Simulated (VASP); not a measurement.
A run of VASP 6.6.1:

INCAR

```
SYSTEM = Sr
PREC = Accurate
ENCUT = 520
EDIFF = 1E-6
ISMEAR = -1
SIGMA = 0.05
LREAL = .False.
LASPH = .True.
NELM = 100
ALGO = Normal
ISIF = 2
LWAVE = .False.
LCHARG = .False.
GGA = PS
NBANDS = 11
```

File KPOINTS:

```
regular mesh
0
Gamma
  8 8 8
  0 0 0
```

File POSCAR:

```
Sr
1.0
    0.0000000000      2.3935782156      2.3935782156
    2.3935782156      0.0000000000      2.3935782156
    2.3935782156      2.3935782156      0.0000000000
Sr
1
Direct
    0.0000000000      0.0000000000      0.0000000000
```

Potentials or basis: VASP PAW PBE potentials, release 64 (Sr_sv).

Command:

```bash
$ cat potpaw_PBE.64/Sr_sv/POTCAR > POTCAR
$ mpirun -np 1 vasp_std > vasp.out
```

Hardware: 1 thread of Intel(R) Xeon(R) 6975P-C (Granite Rapids), with other jobs on the host.

Q: Estimate the wall time of this run.

A: It took 4.4 s on 1 thread of Intel(R) Xeon(R) 6975P-C (Granite Rapids), on a shared host, peak memory 0.15 GiB. Counts: scf iterations 10, k points 29.
